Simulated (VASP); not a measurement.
# Ru (P6/mmm) in VASP: further runs, part 2 of 2

VASP 6.6.1.

### 3 Single point, PBE, collinear spin, ferromagnetic start (12.42 Å³/atom)

This run uses another cell than the first one, of 12.42 Å³/atom.

INCAR

```
SYSTEM = Ru
PREC     = Accurate       ! precision mode
ENCUT    = 520            ! plane-wave cutoff, eV
EDIFF    = 1E-6           ! SCF threshold, eV
ISMEAR   = -1             ! smearing method
SIGMA    = 0.05           ! smearing width, eV
LREAL    = .FALSE.        ! projectors in reciprocal space
LASPH    = .TRUE.         ! aspherical terms in the spheres
NELM     = 150            ! most SCF steps
ALGO     = Normal         ! electronic algorithm
ISIF     = 2              ! what is computed and relaxed
LWAVE    = .FALSE.        ! write WAVECAR
LCHARG   = .TRUE.         ! write CHGCAR
ISPIN    = 2              ! spin polarisation
MAGMOM   = 1 1 1          ! initial moments
LORBIT   = 11             ! projections on sites
LMAXMIX  = 4              ! l up to which the mixer works
GGA      = PE             ! functional
LELF     = .TRUE.         ! ELF
LVHAR    = .TRUE.       
NBANDS   = 32             ! bands
```

KPOINTS

```
regular mesh
0
G
  11 11 15
  0 0 0
```

POSCAR

```
Ru
1.0
    4.0907012105      0.0000000000      0.0000000000
   -2.0453506052      3.5426511676      0.0000000000
    0.0000000000      0.0000000000      2.5700970271
Ru
3
Direct
    1.0000000000      1.0000000000      0.0000000000
    0.3333333333      0.6666666667      0.5000000000
    0.6666666667      0.3333333333      0.5000000000
```

Potentials or basis: VASP PAW PBE potentials, release 64 (Ru_pv).

Launch:

```sh
cat potpaw_PBE.64/Ru_pv/POTCAR > POTCAR
mpirun -np 1 vasp_std > vasp.out
```

It took 5.4 min on 1 thread of Intel Xeon 8259CL, shared host; peak memory 0.31 GiB.

Results (log left out):

| Property | Result |
| --- | --- |
| Free energy | -26.2199 eV |
| Pressure | 51.2 GPa |
| Band gap on the k mesh | zero (filled and empty bands overlap) |
| Net moment | 0.00 μB per cell |
| Valence electrons inside the program's atomic spheres | Ru 12.81, 12.98 (each value once) |

Stress tensor (GPa, compression positive):
```
53.25  0.00  0.00
 0.00 53.25  0.00
 0.00  0.00 47.16
```

Levels at points of the mesh, in eV from the Fermi level:
Spin up:
| k point | band 18 | band 19 | band 20 | band 21 | band 22 | band 23 | band 24 | band 25 |
| --- | --- | --- | --- | --- | --- | --- | --- | --- |
| (0.00, 0.00, 0.00) | -2.52 | -2.52 | -1.72 | -1.72 | -1.61 | -1.61 | 2.03 | 2.03 |
Spin down:
| k point | band 18 | band 19 | band 20 | band 21 | band 22 | band 23 | band 24 | band 25 |
| --- | --- | --- | --- | --- | --- | --- | --- | --- |
| (0.00, 0.00, 0.00) | -2.52 | -2.52 | -1.72 | -1.72 | -1.61 | -1.61 | 2.03 | 2.03 |

Caveat: the cell stands under pressure; an empty level that is flat over the whole mesh can mark a ghost state of the potentials, or a narrow d or f band.

### 4 Single point, PBE, collinear spin, ferromagnetic start (12.98 Å³/atom)

This run uses another cell than the first one, of 12.98 Å³/atom.

INCAR

```
SYSTEM = Ru
PREC = Accurate ; ENCUT = 520
EDIFF = 1E-6 ; ISMEAR = -1
SIGMA = 0.05 ; LREAL = .FALSE.
LASPH = .TRUE. ; NELM = 150
ALGO = Normal ; ISIF = 2
LWAVE = .FALSE. ; LCHARG = .TRUE.
ISPIN = 2 ; MAGMOM = 1 1 1
LORBIT = 11 ; LMAXMIX = 4
GGA = PE ; LELF = .TRUE.
LVHAR = .TRUE. ; NBANDS = 32
```

KPOINTS

```
Automatic mesh
0
G
  11 11 15
  0 0 0
```

POSCAR

```
Ru
1.0
    4.1517654552      0.0000000000      0.0000000000
   -2.0758827276      3.5955343547      0.0000000000
    0.0000000000      0.0000000000      2.6084623404
Ru
3
Direct
    1.0000000000      1.0000000000      0.0000000000
    0.3333333333      0.6666666667      0.5000000000
    0.6666666667      0.3333333333      0.5000000000
```

Launch:

```sh
cat potpaw_PBE.64/Ru_pv/POTCAR > POTCAR
mpirun -np 1 vasp_std > vasp.out
```

Run time: 4.1 min. Hardware: 1 thread of Intel Xeon 8259CL, shared host; peak memory 0.32 GiB.

The run converged. Its results:

- Free energy: -26.6465 eV
- Pressure: 30.0 GPa
- Band gap on the k mesh: zero (filled and empty bands overlap)
- Net moment: 0.00 μB per cell
- Valence electrons inside the program's atomic spheres: Ru 12.71, 12.87 (each value once)

Stress tensor (GPa, compression positive):
```
31.18  0.00  0.00
 0.00 31.18  0.00
 0.00  0.00 27.72
```

Levels at points of the mesh, in eV from the Fermi level:
Spin up:
| k point | band 18 | band 19 | band 20 | band 21 | band 22 | band 23 | band 24 | band 25 |
| --- | --- | --- | --- | --- | --- | --- | --- | --- |
| (0.00, 0.00, 0.00) | -2.35 | -2.35 | -1.60 | -1.60 | -1.49 | -1.49 | 1.88 | 1.88 |
Spin down:
| k point | band 19 | band 20 | band 21 | band 22 | band 23 | band 24 |
| --- | --- | --- | --- | --- | --- | --- |
| (0.00, 0.00, 0.00) | -2.35 | -1.60 | -1.60 | -1.49 | -1.49 | 1.88 |

Caveat: the cell stands under pressure; an empty level that is flat over the whole mesh can mark a ghost state of the potentials, or a narrow d or f band.

### 5 Relaxation of cell and atoms, PBE

INCAR

```
  PREC = Accurate
  ENCUT = 600
  EDIFF = 1E-7
  ISMEAR = -1
  SIGMA = 0.1
  LREAL = False
  LASPH = True
  NELM = 80
  ALGO = Normal
  ISIF = 3
  LWAVE = False
  LCHARG = False
  GGA = PE
  IBRION = 2
  NSW = 80
  EDIFFG = -0.01
```

KPOINTS

```
regular mesh
0
Gamma
  9 9 12
```

POSCAR

```
Ru
1.0
    4.2469224303      0.0000000000      0.0000000000
   -2.1234612151      3.6779427125      0.0000000000
    0.0000000000      0.0000000000      2.6033634498
Ru
3
Direct
    0.0000000000      0.0000000000      0.0000000000
    0.3333333333      0.6666666667      0.5000000000
    0.6666666667      0.3333333333      0.5000000000
```

Launch:

```sh
cat potpaw_PBE.64/Ru_pv/POTCAR > POTCAR
mpirun -np 1 vasp_std > vasp.out
```

Wall time 12 min (1 thread of Intel Xeon Platinum 8259CL at 2.50GHz (Skylake/Cascade Lake), shared host); peak memory 0.24 GiB.

The run converged. Its results:

```yaml
Free_energy: -26.9887 eV
Relaxed_volume: 14.12 Å³/atom
Relaxed_cell: a = 4.270 Å, b = 4.270 Å, c = 2.682 Å, α = 90.00°, β = 90.00°, γ = 120.00°
Space_group_after_relaxing_to_0.1_Å: P6/mmm (No. 191)
Energy_gained_by_relaxing: 28.1 meV/atom
Ionic_steps: 9
Pressure_after_relaxing: 0.0 GPa
Band_gap_on_the_k_mesh: zero (bands 21 and 22 overlap by 2.38 eV)
```

The path:
```csv
step,energy change (eV),largest force (eV/Å),pressure (GPa),volume (Å³)
1,0.0000,0.0000,12.74,40.66
2,0.3423,0.0000,-24.46,47.32
3,-0.0775,0.0000,-1.54,42.54
4,-0.0776,0.0000,-1.02,42.46
5,-0.0811,0.0000,0.94,42.25
6,-0.0842,0.0000,0.09,42.34
7,-0.0842,0.0000,0.10,42.33
8,-0.0841,0.0000,-0.21,42.38
9,-0.0842,0.0000,0.01,42.35
```

Final structure:
```
Ru
1.0
     4.26975    0.00000    0.00000
    -2.13487    3.69771    0.00000
     0.00000    0.00000    2.68215
Ru
3
Direct
  0.00000 0.00000 0.00000
  0.33333 0.66667 0.50000
  0.66667 0.33333 0.50000
```

Levels at points of the mesh, in eV from the Fermi level:
| k point | band 17 | band 18 | band 19 | band 20 | band 21 | band 22 | band 23 | band 24 | band 25 |
| --- | --- | --- | --- | --- | --- | --- | --- | --- | --- |
| (0.00, 0.00, 0.00) | -2.74 | -2.08 | -2.08 | -1.41 | -1.41 | -1.30 | -1.30 | 1.62 | 1.62 |
| (0.00, 0.00, 0.50) | -2.12 | -1.92 | -1.92 | 0.64 | 0.64 | 1.30 | 1.30 | 2.36 | 3.37 |

### 6 Single point, PBE, collinear spin, ferromagnetic start (14.67 Å³/atom)

This run uses another cell than the first one, of 14.67 Å³/atom.

INCAR

```
  PREC = Accurate
  ENCUT = 520
  EDIFF = 1E-7
  ISMEAR = -1
  SIGMA = 0.05
  LREAL = F
  LASPH = T
  NELM = 150
  ALGO = Normal
  ISIF = 2
  LWAVE = F
  LCHARG = F
  ISPIN = 2
  MAGMOM = 1 1 1
  LORBIT = 11
  LMAXMIX = 4
  GGA = PE
  NBANDS = 32
```

KPOINTS

```
Automatic mesh
0
Gamma
  10 10 13
```

POSCAR

```
Ru
1.0
    4.3249522305      0.0000000000      0.0000000000
   -2.1624761152      3.7455185018      0.0000000000
    0.0000000000      0.0000000000      2.7172717580
Ru
3
Direct
    1.0000000000      1.0000000000      0.0000000000
    0.3333333333      0.6666666667      0.5000000000
    0.6666666667      0.3333333333      0.5000000000
```

Potentials or basis: VASP PAW PBE potentials, release 64 (Ru_pv).

Launch:

```sh
cat potpaw_PBE.64/Ru_pv/POTCAR > POTCAR
mpirun -np 1 vasp_std > vasp.out
```

It took 2.2 min on 1 thread of Intel Xeon Platinum 8488C (Sapphire Rapids), shared host; peak memory 0.29 GiB.

The run converged. Its results:

```yaml
Free_energy: -26.8864 eV
Pressure: -10.6 GPa
Band_gap_on_the_k_mesh: zero (filled and empty bands overlap)
Net_moment: 0.00 μB per cell
Valence_electrons_inside_the_program's_atomic_spheres: Ru 12.47, 12.60 (each value once)
```

Stress tensor (GPa, compression positive):
```
-11.15   0.00   0.00
  0.00 -11.15   0.00
  0.00   0.00  -9.35
```

Levels at points of the mesh, in eV from the Fermi level:
Spin up:
```
           k point  band 17  band 18  band 19  band 20  band 21  band 22  band 23  band 24  band 25  band 26
(0.00, 0.00, 0.00)    -2.58    -1.96    -1.96    -1.31    -1.31    -1.21    -1.21     1.52     1.52     8.92
(0.50, 0.00, 0.00)    -2.38    -2.32    -1.07    -1.00     0.35     0.71     0.74     0.76     1.21     1.31
```
Spin down:
```
           k point  band 18  band 19  band 20  band 21  band 22  band 23  band 24  band 25
(0.00, 0.00, 0.00)    -1.96    -1.96    -1.31    -1.31    -1.21    -1.21     1.52     1.52
(0.50, 0.00, 0.00)    -2.32    -1.07    -1.00     0.35     0.71     0.74     0.76     1.21
```

Caveat: the cell stands under tension.

### 7 The runs side by side

| task | spin | cell | k mesh | cutoff (eV) | smearing | gap on the mesh (eV) | pressure (GPa) | moment (μB) |
| --- | --- | --- | --- | --- | --- | --- | --- | --- |
| single point | collinear, ferromagnetic start | a = 4.211, b = 4.211, c = 2.646 Å, angles 90.0, 90.0, 120.0°, 3 atoms | 11 × 11 × 15 | 520 | fermi-dirac 0.05 eV | none | 13.3 | 0.00 |
| single point | collinear, ferromagnetic start | a = 4.091, b = 4.091, c = 2.570 Å, angles 90.0, 90.0, 120.0°, 3 atoms | 11 × 11 × 15 | 520 | fermi-dirac 0.05 eV | none | 51.2 | 0.00 |
| single point | collinear, ferromagnetic start | a = 4.152, b = 4.152, c = 2.608 Å, angles 90.0, 90.0, 120.0°, 3 atoms | 11 × 11 × 15 | 520 | fermi-dirac 0.05 eV | none | 30.0 | 0.00 |
| relaxation of cell and atoms | off | relaxed from a = 4.247, b = 4.247, c = 2.603 Å, angles 90.0, 90.0, 120.0°, 3 atoms | 9 × 9 × 12 | 600 | fermi-dirac 0.1 eV | none | 0.0 | - |
| single point | collinear, ferromagnetic start | a = 4.325, b = 4.325, c = 2.717 Å, angles 90.0, 90.0, 120.0°, 3 atoms | 10 × 10 × 13 | 520 | fermi-dirac 0.05 eV | none | -10.6 | 0.00 |

Alike in all rows: level PBE; potentials or basis VASP PAW PBE potentials, release 64 (Ru_pv).

Caveats: the cell stands under pressure (at least some runs); an empty level that is flat over the whole mesh can mark a ghost state of the potentials, or a narrow d or f band (at least some runs); the cell stands under tension (at least some runs).

Absolute energies hang on the potentials; compare differences alone.
